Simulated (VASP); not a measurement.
## BeS: single point with PBE

The system is BeS.

```
Be S
1.0
     2.32346   -2.33746    0.00000
     2.32346    2.33746    0.00000
     0.00000    0.00000    5.84392
Be S
2 2
Cartesian
  1.1617 -1.1687 2.9220
  1.1617 1.1687 0.0000
  0.0000 0.0000 1.4610
  0.0000 0.0000 4.3829
```

```
Program             : VASP 6.6.1
Task                : single point
Functional          : PBE
Potentials or basis : VASP PAW PBE potentials, release 64 (Be, S)
Cutoff              : 600 eV
k mesh              : 4 × 4 × 3
Occupations         : gaussian, width 0.15 eV
Spin                : no spin polarisation
```

```
Pressure               : 0.4 GPa
Band gap on the k mesh : zero (band 8 reaches 5.05 eV, above the bottom of band 9 at 4.55 eV)
```

Stress tensor (GPa, compression positive):
```
0.33 0.00 0.00
0.00 0.39 0.00
0.00 0.00 0.45
```

Levels at points of the mesh, in eV from the Fermi level:
| k point | band 4 | band 5 | band 6 | band 7 | band 8 | band 9 | band 10 | band 11 | band 12 | band 13 |
| --- | --- | --- | --- | --- | --- | --- | --- | --- | --- | --- |
| (0.00, 0.00, 0.00) | -2.84 | -2.84 | -1.32 | -0.74 | -0.73 | 1.70 | 4.01 | 4.02 | 4.35 | 5.32 |
| (0.50, 0.00, 0.00) | -6.72 | -5.07 | -2.17 | -0.48 | -0.32 | -0.27 | 5.06 | 5.26 | 5.49 | 6.07 |
| (0.50, 0.50, 0.00) | -5.68 | -5.64 | -4.35 | -4.31 | -0.83 | 0.60 | 2.40 | 2.64 | 2.70 | 4.67 |

Wall time 11 s on 1 thread of Intel(R) Xeon(R) Platinum 8375C CPU @ 2.90GHz (Ice Lake), with other jobs on the host, peak memory 0.18 GiB.

Caveat: the k points lie up to 0.48 Å⁻¹ apart.
